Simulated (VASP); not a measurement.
# Re (P6_3/mmc) in VASP: a series of runs

Re is run at these levels: PBE; tasks: single point.

All numbers are computed with VASP 6.6.1; they aren't measurements. Logs are shortened: lines on timing, memory, paths and dates and some standing lists are left out, and cuts for length are marked.

### Step 1. The cell of the first run

Symmetry: P6_3/mmc, No. 194, hexagonal system. The conventional cell has a = 2.765 Å, b = 2.765 Å, c = 4.474 Å, α = 90.00°, β = 90.00°, γ = 120.00°. Re (site symmetry -6m2) has 12 Re at 2.75 to 2.77 Å within 3.6 Å.

### Step 2. Single point, PBE

Contents of INCAR:

```
  ALGO = Normal
  EDIFF = 1E-6
  ENCUT = 520
  GGA = PE
  ISIF = 2
  ISMEAR = -1
  LASPH = T
  LCHARG = T
  LELF = T
  LREAL = F
  LVHAR = T
  LWAVE = F
  NBANDS = 14
  NELM = 80
  PREC = Accurate
  SIGMA = 0.05
```

Contents of KPOINTS:

```
k-points
0
Gamma
  9 9 5
```

Contents of POSCAR:

```
Re
1.0
    2.7653363785      0.0000000000      0.0000000000
   -1.3826681893      2.3948515538      0.0000000000
    0.0000000000      0.0000000000      4.4735766300
Re
2
Direct
    0.3333333955      0.6666667909      0.2499999648
    0.6666666293      0.3333333954      0.7499998944
```

Potentials or basis: VASP PAW PBE potentials, release 64 (Re).

Launch:

```console
> cat potpaw_PBE.64/Re/POTCAR > POTCAR
> mpirun -np 1 vasp_std > vasp.out
```

OUTCAR:

```text
EDIFF = 1E-6
   ENCUT = 520
   GGA = PE
   ISIF = 2
   ISMEAR = -1
   LASPH = T
   LREAL = F
   NELM = 80
   PREC = Accurate

 ion  position               nearest neighbor table
   1  0.333  0.667  0.250-   2 2.75   2 2.75   2 2.75   2 2.75   2 2.75   2 2.75
   2  0.667  0.333  0.750-   1 2.75   1 2.75   1 2.75   1 2.75   1 2.75   1 2.75

  LATTYP: Found a hexagonal cell.
 ALAT       =     2.7653363785
 C/A-ratio  =     1.6177332583

  Lattice vectors:

 A1 = (   2.7653363785,   0.0000000000,   0.0000000000)
 A2 = (  -1.3826681893,   2.3948515538,   0.0000000000)
 A3 = (   0.0000000000,   0.0000000000,   4.4735766300)

Analysis of symmetry for initial positions (statically):
=====================================================================
 Subroutine PRICEL returns:
 Original cell was already a primitive cell.

 Routine SETGRP: Setting up the symmetry group for a
 hexagonal supercell.

 Subroutine GETGRP returns: Found 24 space group operations
 (whereof 12 operations were pure point group operations)
 out of a pool of 24 trial point group operations.

The static configuration has the point symmetry D_3d.
 The point group associated with its full space group is D_6h.

Analysis of symmetry for dynamics (positions and initial velocities):
=====================================================================
 Subroutine PRICEL returns:
 Original cell was already a primitive cell.

 Routine SETGRP: Setting up the symmetry group for a
 hexagonal supercell.

 Subroutine GETGRP returns: Found 24 space group operations
 (whereof 12 operations were pure point group operations)
 out of a pool of 24 trial point group operations.

The dynamic configuration has the point symmetry D_3d.
 The point group associated with its full space group is D_6h.

 Subroutine INISYM returns: Found 24 space group operations
 (whereof 12 operations are pure point group operations),
 and found     1 'primitive' translations

----------------------------------------------------------------------------------------

                                     Primitive cell

  volume of cell :      29.6266

  direct lattice vectors                    reciprocal lattice vectors
     2.765336378  0.000000000  0.000000000     0.361619660  0.208781208  0.000000000
    -1.382668189  2.394851554  0.000000000     0.000000000  0.417562416  0.000000000
     0.000000000  0.000000000  4.473576630     0.000000000  0.000000000  0.223534787

  length of vectors
     2.765336378  2.765336379  4.473576630     0.417562416  0.417562416  0.223534787

[... 91 lines left out ...]
   NELECT =      14.0000    total number of electrons
   NUPDOWN=      -1.0000    fix difference up-down
   EMIN   =  10.00;   EMAX   =-10.00  energy-range for DOS
   EFERMI =   0.00;   METHOD = LEGACY
   ISMEAR =    -1;   SIGMA  =   0.05  broadening in eV -4-tet -1-fermi 0-gaus
   EFERMI_NEDOS =   21; number of points for ismear=-14 and -15
   IALGO  =     38    algorithm
   IMIX   =      4    mixing-type and parameters
     AMIX     =   0.40;   BMIX     =  1.00
     AMIX_MAG =   1.60;   BMIX_MAG =  1.00
  volume/ion in A,a.u.               =      14.81        99.96
  Fermi-wavevector in a.u.,A,eV,Ry     =   1.275138  2.409661 22.122743  1.625976
  Thomas-Fermi vector in A             =   2.407867
   LORBIT       =      0    0 simple, 1 ext, 2 COOP (PROOUT), +10 PAW based schemes
   GGA     = PE    functional components
   LHFCALC =     F    Hartree Fock is set to
   AEXX    =    0.0000 exact exchange contribution
   IVDW    =     0    specifies the selected vdW correction
   LEPSILON=     F    determine dielectric tensor
   LRPA    =     F    only Hartree local field effects (RPA)
 non-spin polarized calculation
  energy-cutoff  :      520.00
  volume of cell :       29.63
 maximum number of plane-waves:       814
 NGX is ok and might be reduce to    24
   NGX = 11   NGY = 11   NGZ = 17

 number of electron      14.0000000 magnetization

 Free energy of the ion-electron system (eV)
  ---------------------------------------------------
  ext. energy  EPLUGINS =         0.00000000
  ---------------------------------------------------
  free energy    TOTEN  =       -24.85139738 eV

  energy without entropy =      -24.83185784  energy(sigma->0) =      -24.84162761

 E-fermi :   7.7569     XC(G=0): -13.6932

 val. band max:        7.7450249566   @ k =   0.1111   0.1111   0.2000
 cond. band min:       7.7597516312   @ k =   0.4444   0.1111   0.4000
 fundamental gap:      0.0147266746
 Fermi energy:         7.7569386353

 k-point     1 :       0.0000    0.0000    0.0000
  band No.  band energies     occupation
      1      -2.0176      2.00000
      2       1.2267      2.00000
      3       6.2196      2.00000
      4       6.2456      2.00000
      5       6.2456      2.00000
      6       7.0681      2.00000
      7       7.0681      2.00000
      8       8.0063      0.01355
      9       8.0063      0.01354
     10       8.3855      0.00001
     11      11.1362      0.00000
     12      11.1362      0.00000
     13      17.7098      0.00000
     14      21.9507      0.00000
[... 377 lines left out ...]
      1       2.9624      2.00000
      2       3.6174      2.00000
      3       3.6174      2.00000
      4       4.4820      2.00000
      5       5.6634      2.00000
      6       5.6634      2.00000
      7       7.6711      1.69568
      8      10.0578      0.00000
      9      10.9942      0.00000
     10      10.9942      0.00000
     11      14.8673      0.00000
     12      14.8673      0.00000
     13      17.4391      0.00000
     14      21.4979      0.00000

 [... further k-points ...]

------------------------ aborting loop because EDIFF is reached ----------------------------------------

  FORCE on cell =-STRESS in cart. coord.  units (eV):
  Direction    XX          YY          ZZ          XY          YZ          ZX
  --------------------------------------------------------------------------------------
  -------------------------------------------------------------------------------------
  Total        0.7451044      0.7451044      0.1924901     -0.0000000     -0.0000000      0.0000000
  in kB       40.2945480     40.2945480     10.4096851     -0.0000000     -0.0000000      0.0000000
  external PRESSURE =      30.3329270 kB  Pullay stress =       0.0000000 kB

 VOLUME and BASIS-vectors are now :
 -----------------------------------------------------------------------------
  energy-cutoff  :      520.00
  volume of cell :       29.63
      direct lattice vectors                 reciprocal lattice vectors
     2.765336378  0.000000000  0.000000000     0.361619660  0.208781208  0.000000000
    -1.382668189  2.394851554  0.000000000     0.000000000  0.417562416  0.000000000
     0.000000000  0.000000000  4.473576630     0.000000000  0.000000000  0.223534787

 POSITION                                       TOTAL-FORCE (eV/Angst)
 -----------------------------------------------------------------------------------
      0.00000      1.59657      1.11839        -0.000000     -0.000000      0.000000
      1.38267      0.79828      3.35518         0.000000      0.000000     -0.000000
 -----------------------------------------------------------------------------------
    total drift:                                0.000003     -0.000007      0.000010

  FREE ENERGIE OF THE ION-ELECTRON SYSTEM (eV)
  ---------------------------------------------------
  free  energy   TOTEN  =       -24.8513973767 eV

  energy  without entropy=      -24.8318578435  energy(sigma->0) =      -24.84162761
```

OSZICAR:

```text
N       E                     dE             d eps       ncg     rms          rms(c)
DAV:   1     0.223188790854E+02    0.22319E+02   -0.68664E+03  2004   0.125E+03
DAV:   2    -0.250801041206E+02   -0.47399E+02   -0.41863E+02  1634   0.284E+02
DAV:   3    -0.262467670415E+02   -0.11667E+01   -0.11120E+01  1554   0.462E+01
DAV:   4    -0.262609340673E+02   -0.14167E-01   -0.14136E-01  1566   0.346E+00
DAV:   5    -0.262611966538E+02   -0.26259E-03   -0.26253E-03  1596   0.876E-01    0.422E+01
DAV:   6    -0.252169713273E+02    0.10442E+01   -0.79820E-01  1762   0.252E+01    0.171E+01
DAV:   7    -0.248650278237E+02    0.35194E+00   -0.54712E-01  1776   0.202E+01    0.662E-01
DAV:   8    -0.248521030349E+02    0.12925E-01   -0.83415E-03  1798   0.106E+00    0.212E-01
DAV:   9    -0.248513805992E+02    0.72244E-03   -0.41421E-04  1900   0.225E-01    0.399E-02
DAV:  10    -0.248513960164E+02   -0.15417E-04   -0.41223E-05  1590   0.478E-02    0.123E-02
DAV:  11    -0.248513978071E+02   -0.17906E-05   -0.22540E-07   902   0.229E-02    0.355E-03
DAV:  12    -0.248513973767E+02    0.43041E-06   -0.25021E-07   846   0.108E-02
   1 F= -.24851397E+02 E0= -.24841628E+02  d E =-.195395E-01
```

It took 9.3 s on 1 thread of Intel Xeon Platinum 8488C (Sapphire Rapids), shared host; peak memory 0.16 GiB.

What came out:

| Quantity | Value |
| --- | --- |
| Free energy | -24.8514 eV |
| Pressure | 3.0 GPa |
| Band gap on the k mesh | zero (band 7 reaches 9.01 eV, above the bottom of band 8 at 6.31 eV) |

Caveat: spin-orbit coupling is left out, which moves the levels of the heavy elements.

### Step 3. Single point, PBE

Contents of INCAR:

```
PREC     = Accurate       # precision mode
ENCUT    = 520            # plane-wave cutoff, eV
EDIFF    = 1E-6           # SCF threshold, eV
ISMEAR   = -1             # smearing method
SIGMA    = 0.05           # smearing width, eV
LREAL    = False          # projectors in reciprocal space
LASPH    = True           # aspherical terms in the spheres
NELM     = 60             # most SCF steps
ALGO     = Normal         # electronic algorithm
ISIF     = 2              # what is computed and relaxed
LWAVE    = False          # write WAVECAR
LCHARG   = False          # write CHGCAR
GGA      = PE             # functional
NBANDS   = 14             # bands
```

Contents of KPOINTS:

```
Automatic mesh
0
Gamma
  9 9 5
```

POSCAR, as its differences from that of step 2:

```diff
@@ -9,2 +9,2 @@
     0.3333333955      0.6666667909      0.2499999648
-    0.6666666293      0.3333333954      0.7499998944
+    0.6666665821      1.3333331642      0.7499998944
```

Potentials or basis: VASP PAW PBE potentials, release 64 (Re).

Launch:

```console
> cat potpaw_PBE.64/Re/POTCAR > POTCAR
> mpirun -np 1 vasp_std > vasp.out
```

Run time: 8.9 s. Hardware: 1 thread of Intel Xeon Platinum 8488C (Sapphire Rapids), shared host; peak memory 0.15 GiB.

It converged, with:

```
Free energy            : -24.8514 eV
Pressure               : 3.0 GPa
Band gap on the k mesh : zero (band 7 reaches 9.01 eV, above the bottom of band 8 at 6.31 eV)
```

Stress tensor (GPa, compression positive):
```
4.03 0.00 0.00
0.00 4.03 0.00
0.00 0.00 1.04
```

Levels at points of the mesh, in eV from the Fermi level:
| k point | band 4 | band 5 | band 6 | band 7 | band 8 | band 9 | band 10 | band 11 |
| --- | --- | --- | --- | --- | --- | --- | --- | --- |
| (0.00, 0.00, 0.00) | -1.51 | -1.51 | -0.69 | -0.69 | 0.25 | 0.25 | 0.63 | 3.38 |

Caveat: spin-orbit coupling is left out, which moves the levels of the heavy elements.

### Step 4. Single point, PBE

Contents of INCAR:

```
SYSTEM = Re
ALGO = Normal ; EDIFF = 1E-6
ENCUT = 520 ; GGA = PE
ISIF = 2 ; ISMEAR = -1
LASPH = .True. ; LCHARG = .False.
LREAL = .False. ; LWAVE = .False.
NBANDS = 14 ; NELM = 80
PREC = Accurate ; SIGMA = 0.05
```

Contents of KPOINTS:

```
k-points
0
Gamma
  9 9 5
  0 0 0
```

POSCAR, as its differences from that of step 3:

```diff
@@ -9,2 +9,2 @@
     0.3333333955      0.6666667909      0.2499999648
-    0.6666665821      1.3333331642      0.7499998944
+    0.6666666293      0.3333333954      0.7499998944
```

Launch:

```console
> cat potpaw_PBE.64/Re/POTCAR > POTCAR
> mpirun -np 1 vasp_std > vasp.out
```

Wall time 8.9 s (1 thread of Intel Xeon Platinum 8488C (Sapphire Rapids), shared host); peak memory 0.15 GiB.

Results (log left out):

```
Free energy            : -24.8514 eV
Pressure               : 3.0 GPa
Band gap on the k mesh : zero (band 7 reaches 9.01 eV, above the bottom of band 8 at 6.31 eV)
```

Stress tensor (GPa, compression positive):
```
4.03 0.00 0.00
0.00 4.03 0.00
0.00 0.00 1.04
```

Levels at points of the mesh, in eV from the Fermi level:
```csv
k point,band 3,band 4,band 5,band 6,band 7,band 8,band 9,band 10,band 11,band 12
"(0.00, 0.00, 0.00)",-1.54,-1.51,-1.51,-0.69,-0.69,0.25,0.25,0.63,3.38,3.38
```

Caveat: spin-orbit coupling is left out, which moves the levels of the heavy elements.
